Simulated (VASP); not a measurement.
# TaN (P6_3mc) in VASP: further runs, part 3 of 3

VASP 6.6.1. Earlier steps stand in the parts before.

### Step 5. Electric field gradients, LDA (volume scaled by 1.02)

The input, INCAR:

```
  PREC = Accurate
  ENCUT = 520
  EDIFF = 1E-8
  ISMEAR = -1
  SIGMA = 0.03
  LREAL = False
  LASPH = True
  NELM = 60
  ALGO = Normal
  ISIF = 2
  LWAVE = False
  LCHARG = False
  LEFG = True
  NBANDS = 24
```

The input, KPOINTS:

```
regular mesh
0
Gamma
  9 9 5
```

The input, POSCAR:

```
TaN
1.0
    3.0702003619      0.0000000000      0.0000000000
   -1.5351001810      2.6588715082      0.0000000000
    0.0000000000      0.0000000000      4.9727161852
Ta N
2 2
Direct
    0.3333333333      0.6666666667      0.0000000000
    0.6666666667      0.3333333333      0.5000000000
    0.3333333333      0.6666666667      0.3850000000
    0.6666666667      0.3333333333      0.8850000000
```

Potentials or basis: VASP PAW LDA potentials, release 64 (Ta_pv, N).

Run with:

```
> cat potpaw_LDA.64/Ta_pv/POTCAR potpaw_LDA.64/N/POTCAR > POTCAR
> mpirun -np 1 vasp_std > vasp.out
```

OUTCAR:

```text
PREC = Accurate
   ENCUT = 520
   EDIFF = 1E-8
   ISMEAR = -1
   LREAL = False
   LASPH = True
   NELM = 60
   ISIF = 2

 ion  position               nearest neighbor table
   1  0.333  0.667  0.000-   4 1.86   4 1.86   4 1.86   3 1.91   2 3.05   2 3.05   2 3.05   2 3.05
                             2 3.05   2 3.05
   2  0.667  0.333  0.500-   3 1.86   3 1.86   3 1.86   4 1.91   1 3.05   1 3.05   1 3.05   1 3.05
                             1 3.05   1 3.05
   3  0.333  0.667  0.385-   2 1.86   2 1.86   2 1.86   1 1.91
   4  0.667  0.333  0.885-   1 1.86   1 1.86   1 1.86   2 1.91

  LATTYP: Found a hexagonal cell.
 ALAT       =     3.0702003619
 C/A-ratio  =     1.6196715520
[... 880 lines left out ...]
 ion       V_xx      V_yy      V_zz      V_xy      V_xz      V_yz
---------------------------------------------------------------------
   1     -61.349   -61.350   122.699    -0.001     0.000    -0.000
   2     -61.349   -61.350   122.699    -0.001    -0.000     0.000
   3      -5.295    -5.294    10.589     0.001     0.000    -0.000
   4      -5.295    -5.294    10.589     0.001    -0.000     0.000
---------------------------------------------------------------------

 Electric field gradients after diagonalization (V/A^2)
 (convention: |V_zz| > |V_xx| > |V_yy|)
----------------------------------------------------------------------
 ion       V_xx      V_yy      V_zz     asymmetry (V_yy - V_xx)/ V_zz
----------------------------------------------------------------------
   1     -61.350   -61.349   122.699       0.000
   2     -61.350   -61.349   122.699       0.000
   3      -5.295    -5.294    10.589       0.000
   4      -5.295    -5.294    10.589       0.000
----------------------------------------------------------------------

           NMR quadrupolar parameters

 Cq : quadrupolar parameter    Cq=e*Q*V_zz/h
 eta: asymmetry parameters     (V_yy - V_xx)/ V_zz
 Q  : nuclear electric quadrupole moment in mb (millibarn)
----------------------------------------------------------------------
 ion       Cq(MHz)       eta       Q (mb)
----------------------------------------------------------------------
   1       0.297       0.000       1.000
   2       0.297       0.000       1.000
   3       0.026       0.000       1.000
   4       0.026       0.000       1.000
----------------------------------------------------------------------
```

OSZICAR:

```text
N       E                     dE             d eps       ncg     rms          rms(c)
DAV:   1     0.285044439708E+03    0.28504E+03   -0.17727E+04  1728   0.143E+03
DAV:   2    -0.370513515652E+02   -0.32210E+03   -0.30620E+03  2120   0.417E+02
DAV:   3    -0.507695258048E+02   -0.13718E+02   -0.13573E+02  2104   0.852E+01
DAV:   4    -0.508833333372E+02   -0.11381E+00   -0.11373E+00  1936   0.814E+00
DAV:   5    -0.508846551737E+02   -0.13218E-02   -0.13216E-02  2160   0.783E-01    0.571E+01
DAV:   6    -0.437840749452E+02    0.71006E+01   -0.25425E+01  1760   0.379E+01    0.243E+01
DAV:   7    -0.436319828461E+02    0.15209E+00   -0.91266E-01  2048   0.736E+00    0.132E+01
DAV:   8    -0.435791499937E+02    0.52833E-01   -0.55366E-02  1976   0.180E+00    0.105E+00
DAV:   9    -0.435761175238E+02    0.30325E-02   -0.87713E-03  2008   0.641E-01    0.196E-01
DAV:  10    -0.435761485416E+02   -0.31018E-04   -0.32787E-04  2048   0.154E-01    0.409E-02
DAV:  11    -0.435761287723E+02    0.19769E-04   -0.73635E-05  2048   0.646E-02    0.105E-02
DAV:  12    -0.435761285753E+02    0.19703E-06   -0.32418E-06  2032   0.146E-02    0.595E-03
DAV:  13    -0.435761285507E+02    0.24560E-07   -0.18476E-07  2112   0.341E-03    0.323E-03
DAV:  14    -0.435761285331E+02    0.17626E-07   -0.45609E-08  1904   0.174E-03    0.635E-04
DAV:  15    -0.435761285331E+02   -0.50932E-10   -0.63765E-09  1040   0.562E-04
   1 F= -.43576129E+02 E0= -.43572623E+02  d E =-.701073E-02
```

Wall time 28 s (1 thread of Intel Xeon Platinum 8375C at 2.90GHz (Ice Lake), shared host); peak memory 0.16 GiB.

Results:

```yaml
Free_energy: -43.5761 eV
Pressure: 108.7 GPa
Largest_force: 2.187 eV/Å
Band_gap_on_the_k_mesh: zero (band 16 reaches 9.93 eV, above the bottom of band 17 at 7.80 eV)
```

Forces on the atoms (eV/Å):
```
Ta   0.000  0.000  2.187
Ta   0.000  0.000  2.187
N    0.000  0.000 -2.187
N    0.000  0.000 -2.187
```

Electric field gradients, principal values (V/Å²):
```
atom    least   middle  greatest (by size)
1 Ta  -61.349  -61.350             122.699
2 Ta  -61.349  -61.350             122.699
 3 N   -5.294   -5.295              10.589
 4 N   -5.294   -5.295              10.589
```

Caveat: without QUAD_EFG the Cq values of the log hold for a quadrupole moment of 1 mb, not for the nuclei; spin-orbit coupling is left out, which moves the levels of the heavy elements; forces of over 1 eV/Å act on the atoms, so gaps and moduli don't describe the material at rest.

### Step 6. Electric field gradients, LDA (volume scaled by 1.02)

The input, INCAR:

```
SYSTEM = TaN
  ALGO = Normal
  EDIFF = 1E-8
  ENCUT = 520
  ISIF = 2
  ISMEAR = -1
  LASPH = .True.
  LCHARG = .False.
  LEFG = .True.
  LREAL = .False.
  LWAVE = .False.
  NBANDS = 24
  NELM = 60
  PREC = Accurate
  SIGMA = 0.03
```

The input, KPOINTS:

```
k-points
0
Gamma
  9 9 5
  0 0 0
```

POSCAR is that of step 5.

Potentials or basis: VASP PAW LDA potentials, release 64 (Ta_pv, N).

Run with:

```
> cat potpaw_LDA.64/Ta_pv/POTCAR potpaw_LDA.64/N/POTCAR > POTCAR
> mpirun -np 1 vasp_std > vasp.out
```

OUTCAR:

```text
SYSTEM = TaN
   EDIFF = 1E-8
   ENCUT = 520
   ISIF = 2
   ISMEAR = -1
   LASPH = .True.
   LREAL = .False.
   NELM = 60
   PREC = Accurate

 ion  position               nearest neighbor table
   1  0.333  0.667  0.000-   4 1.86   4 1.86   4 1.86   3 1.91   2 3.05   2 3.05   2 3.05   2 3.05
                             2 3.05   2 3.05
   2  0.667  0.333  0.500-   3 1.86   3 1.86   3 1.86   4 1.91   1 3.05   1 3.05   1 3.05   1 3.05
                             1 3.05   1 3.05
   3  0.333  0.667  0.385-   2 1.86   2 1.86   2 1.86   1 1.91
   4  0.667  0.333  0.885-   1 1.86   1 1.86   1 1.86   2 1.91

  LATTYP: Found a hexagonal cell.
 ALAT       =     3.0702003619
 C/A-ratio  =     1.6196715520

  Lattice vectors:

 A1 = (   3.0702003619,   0.0000000000,   0.0000000000)
 A2 = (  -1.5351001810,   2.6588715082,   0.0000000000)
 A3 = (   0.0000000000,   0.0000000000,   4.9727161852)

Analysis of symmetry for initial positions (statically):
=====================================================================
 Subroutine PRICEL returns:
 Original cell was already a primitive cell.

 Routine SETGRP: Setting up the symmetry group for a
[... 854 lines left out ...]
     -0.00000      1.77258      1.91450         0.000000     -0.000000     -2.186711
      1.53510      0.88629      4.40085        -0.000000      0.000000     -2.186711
 -----------------------------------------------------------------------------------
    total drift:                               -0.000000      0.000000      0.000250

  FREE ENERGIE OF THE ION-ELECTRON SYSTEM (eV)
  ---------------------------------------------------
  free  energy   TOTEN  =       -43.5761285331 eV

  energy  without entropy=      -43.5691178072  energy(sigma->0) =      -43.57262317

 Electric field gradients (V/A^2)
---------------------------------------------------------------------
 ion       V_xx      V_yy      V_zz      V_xy      V_xz      V_yz
---------------------------------------------------------------------
   1     -61.349   -61.350   122.699    -0.001     0.000    -0.000
   2     -61.349   -61.350   122.699    -0.001    -0.000     0.000
   3      -5.295    -5.294    10.589     0.001     0.000    -0.000
   4      -5.295    -5.294    10.589     0.001    -0.000     0.000
---------------------------------------------------------------------

 Electric field gradients after diagonalization (V/A^2)
 (convention: |V_zz| > |V_xx| > |V_yy|)
----------------------------------------------------------------------
 ion       V_xx      V_yy      V_zz     asymmetry (V_yy - V_xx)/ V_zz
----------------------------------------------------------------------
   1     -61.350   -61.349   122.699       0.000
   2     -61.350   -61.349   122.699       0.000
   3      -5.295    -5.294    10.589       0.000
   4      -5.295    -5.294    10.589       0.000
----------------------------------------------------------------------

           NMR quadrupolar parameters

 Cq : quadrupolar parameter    Cq=e*Q*V_zz/h
 eta: asymmetry parameters     (V_yy - V_xx)/ V_zz
 Q  : nuclear electric quadrupole moment in mb (millibarn)
----------------------------------------------------------------------
 ion       Cq(MHz)       eta       Q (mb)
----------------------------------------------------------------------
   1       0.297       0.000       1.000
   2       0.297       0.000       1.000
   3       0.026       0.000       1.000
   4       0.026       0.000       1.000
----------------------------------------------------------------------
```

OSZICAR:

```text
N       E                     dE             d eps       ncg     rms          rms(c)
DAV:   1     0.285044439708E+03    0.28504E+03   -0.17727E+04  1728   0.143E+03
DAV:   2    -0.370513515652E+02   -0.32210E+03   -0.30620E+03  2120   0.417E+02
DAV:   3    -0.507695258048E+02   -0.13718E+02   -0.13573E+02  2104   0.852E+01
DAV:   4    -0.508833333372E+02   -0.11381E+00   -0.11373E+00  1936   0.814E+00
DAV:   5    -0.508846551737E+02   -0.13218E-02   -0.13216E-02  2160   0.783E-01    0.571E+01
DAV:   6    -0.437840749452E+02    0.71006E+01   -0.25425E+01  1760   0.379E+01    0.243E+01
DAV:   7    -0.436319828461E+02    0.15209E+00   -0.91266E-01  2048   0.736E+00    0.132E+01
DAV:   8    -0.435791499937E+02    0.52833E-01   -0.55366E-02  1976   0.180E+00    0.105E+00
DAV:   9    -0.435761175238E+02    0.30325E-02   -0.87713E-03  2008   0.641E-01    0.196E-01
DAV:  10    -0.435761485416E+02   -0.31018E-04   -0.32787E-04  2048   0.154E-01    0.409E-02
DAV:  11    -0.435761287723E+02    0.19769E-04   -0.73635E-05  2048   0.646E-02    0.105E-02
DAV:  12    -0.435761285753E+02    0.19703E-06   -0.32418E-06  2032   0.146E-02    0.595E-03
DAV:  13    -0.435761285507E+02    0.24560E-07   -0.18476E-07  2112   0.341E-03    0.323E-03
DAV:  14    -0.435761285331E+02    0.17626E-07   -0.45609E-08  1904   0.174E-03    0.635E-04
DAV:  15    -0.435761285331E+02   -0.50932E-10   -0.63765E-09  1040   0.562E-04
   1 F= -.43576129E+02 E0= -.43572623E+02  d E =-.701073E-02
```

Run time: 28 s. Hardware: 1 thread of Intel Xeon Platinum 8375C at 2.90GHz (Ice Lake), shared host; peak memory 0.16 GiB.

What came out:

```
Free energy            : -43.5761 eV
Pressure               : 108.7 GPa
Largest force          : 2.187 eV/Å
Band gap on the k mesh : zero (band 16 reaches 9.93 eV, above the bottom of band 17 at 7.80 eV)
```

Forces on the atoms (eV/Å):
```
Ta   0.000  0.000  2.187
Ta   0.000  0.000  2.187
N    0.000  0.000 -2.187
N    0.000  0.000 -2.187
```

Stress tensor (GPa, compression positive):
```
116.50   0.00   0.00
  0.00 116.50   0.00
  0.00   0.00  93.21
```

Electric field gradients, principal values (V/Å²):
```
atom    least   middle  greatest (by size)
1 Ta  -61.349  -61.350             122.699
2 Ta  -61.349  -61.350             122.699
 3 N   -5.294   -5.295              10.589
 4 N   -5.294   -5.295              10.589
```

Caveat: without QUAD_EFG the Cq values of the log hold for a quadrupole moment of 1 mb, not for the nuclei; spin-orbit coupling is left out, which moves the levels of the heavy elements; forces of over 1 eV/Å act on the atoms, so gaps and moduli don't describe the material at rest.

### Step 7. Summary

```tsv
cell	gap on the mesh (eV)	pressure (GPa)	largest force (eV/Å)
a = 3.111, b = 3.111, c = 4.940 Å, angles 90.0, 90.0, 120.0°, 4 atoms	none	95.0	1.20
a = 3.050, b = 3.050, c = 4.891 Å, angles 90.0, 90.0, 120.0°, 4 atoms	none	129.0	1.72
a = 3.070, b = 3.070, c = 4.973 Å, angles 90.0, 90.0, 120.0°, 4 atoms	none	108.7	2.19
```

Alike in all rows: task electric field gradients; level LDA; potentials or basis VASP PAW LDA potentials, release 64 (Ta_pv, N); no spin polarisation; k mesh 9 × 9 × 5; cutoff (eV) 520; smearing fermi-dirac 0.03 eV.

Caveats: spin-orbit coupling is left out, which moves the levels of the heavy elements; forces of over 1 eV/Å act on the atoms, so gaps and moduli don't describe the material at rest.

Absolute energies hang on the potentials; compare differences alone.
